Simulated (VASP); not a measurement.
Here is a VASP 6.6.1 calculation.

Contents of INCAR:

```
ALGO = Normal
EDIFF = 1E-6
ENCUT = 520
ISIF = 2
ISMEAR = 0
LASPH = True
LCHARG = True
LELF = True
LREAL = False
LVHAR = True
LWAVE = False
NBANDS = 41
NELM = 60
PREC = Accurate
SIGMA = 0.05
```

KPOINTS

```
k-points
0
Gamma
  6 6 6
```

The input POSCAR:

```
AlGa3N4
1.0
    4.3761464030      0.2033540792      0.2033540792
    0.2033540792      4.3761464030      0.2033540792
    0.2033540792      0.2033540792      4.3761464030
Al Ga N
1 3 4
Direct
    0.0000000000      0.0000000000      0.0000000000
    0.5000000000      0.5000000000      0.0000000000
    0.5000000000      0.0000000000      0.5000000000
    0.0000000000      0.5000000000      0.5000000000
    0.7548078379      0.7548078379      0.2451921621
    0.7548078379      0.2451921621      0.7548078379
    0.2451921621      0.7548078379      0.7548078379
    0.2451921621      0.2451921621      0.2451921621
```

Potentials or basis: VASP PAW LDA potentials, release 64 (Al, Ga_d, N).

The run is started by

```sh
$ cat potpaw_LDA.64/Al/POTCAR potpaw_LDA.64/Ga_d/POTCAR potpaw_LDA.64/N/POTCAR > POTCAR
$ mpirun -np 1 vasp_std > vasp.out
```

What does it give for the largest force?

1.347 eV/Å.

Estimate the band gap on the k mesh.

1.95 eV.

Stress tensor (GPa, compression positive):
```
 15.70 -19.67 -19.67
-19.67  15.70 -19.67
-19.67 -19.67  15.70
```

Caveat: the cell stands under pressure; forces of over 1 eV/Å act on the atoms, so gaps and moduli don't describe the material at rest.
